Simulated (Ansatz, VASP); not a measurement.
# One calculation of CdSe, two programs

```
Cd Se
1.0
     4.07280    0.00000    0.00000
    -2.03640    3.52714    0.00000
     0.00000    0.00000    6.70361
Cd Se
2 2
Direct
  0.00000 0.00000 0.00000
  0.00000 0.00000 0.50000
  0.33333 0.66667 0.75000
  0.66667 0.33333 0.25000
```

Alike in both runs: functional PBE; k mesh 6 × 6 × 4; occupations gaussian, width 0.1 eV; no spin polarisation.

Ansatz relaxed the structure, and its values are those at the end. VASP's run is a single point on that final structure, the one shown.

|  | VASP | Ansatz |
| --- | --- | --- |
| version | VASP 6.6.1 | Ansatz 0.2.0 |
| potentials or method | VASP PAW PBE potentials, release 64 (Cd, Se), cutoff 520 eV | scalar-relativistic, plane waves, PAW |
| valence electrons in the cell | 36 | 72 |

|  | VASP | Ansatz | Ansatz less VASP |
| --- | --- | --- | --- |
| gap on the k mesh at the Fermi level (eV) | none | none | - |
| pressure (GPa) | 0.1 | -0.3 | -0.31 |

A gap of «none» marks a metal or a gap that the smearing closes. With one functional, cell and mesh, what is left measures potentials, basis and numerics. VASP's potentials hold 36 valence electrons a cell and Ansatz's 72, so a difference there can come from the potentials and not from the codes.
